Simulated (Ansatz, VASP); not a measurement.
# Two plane-wave programs on Ga

File INCAR:

```
  PREC = Accurate
  ENCUT = 600
  EDIFF = 1E-7
  ISMEAR = -1
  SIGMA = 0.05
  LREAL = F
  LASPH = T
  NELM = 60
  ALGO = Normal
  ISIF = 3
  LWAVE = F
  LCHARG = F
  GGA = PS
  IBRION = 2
  NSW = 60
  EDIFFG = -0.01
```

The input KPOINTS:

```
regular mesh
0
Gamma
  13 13 13
```

File POSCAR:

```
Ga
1.0
   -1.3843987196      1.3843987196      2.3112238365
    1.3843987196     -1.3843987196      2.3112238365
    1.3843987196      1.3843987196     -2.3112238365
Ga
1
Direct
    0.0000000000      0.0000000000      0.0000000000
```

File input.yaml:

```yaml
crystal:
  lattice:
    - [-1.3843987196, 1.3843987196, 2.3112238365]
    - [1.3843987196, -1.3843987196, 2.3112238365]
    - [1.3843987196, 1.3843987196, -2.3112238365]
  atoms:
    - { symbol: Ga, position: [0.0, 0.0, 0.0] }
hamiltonian:
  xc: pbesol
  pseudopotentials: { kind: paw }
kpoints:
  mp_grid: { grid: [13, 13, 13] }
scf:
  occupations: { method: fermi_dirac, width: 0.05 }
output:
  forces: true
  stress: true
  eigenvalues: true
relax:
  f_tol: 0.01
  max_steps: 40
  cell: { stress_tol: 0.05 }
```

Alike in both runs: task relaxation of cell and atoms; functional PBEsol; k mesh 13 × 13 × 13; occupations fermi-dirac, width 0.05 eV; no spin polarisation.

|  | VASP | Ansatz |
| --- | --- | --- |
| version | VASP 6.6.1 | Ansatz 0.2.0 |
| potentials or method | VASP PAW PBE potentials, release 64 (Ga_d) | Ansatz PAW |
| plane-wave cutoff (eV) | 600 | 420 |
| valence electrons in the cell | 13 | 13 |

Ansatz gave:

| Property | Result |
| --- | --- |
| gap on the k mesh at the Fermi level, each at its own relaxed structure (eV) | none |
| relaxed volume (Å³/atom) | 17.62 |
| relaxed length of the cell vector where the two differ most in proportion (Å) | 3.021 |

**Question.** What did VASP give for the same quantities?

**Answer.** gap on the k mesh at the Fermi level, each at its own relaxed structure (eV): none; relaxed volume (Å³/atom): 17.64; relaxed length of the cell vector where the two differ most in proportion (Å): 3.021.

VASP's potentials were made for PBE, not for PBEsol. A gap of «none» marks a metal or a gap that the smearing closes.

Noted on Ansatz's run: the plane-wave basis is chosen anew once the cell has moved, so the energies of steps on either side of that aren't comparable.
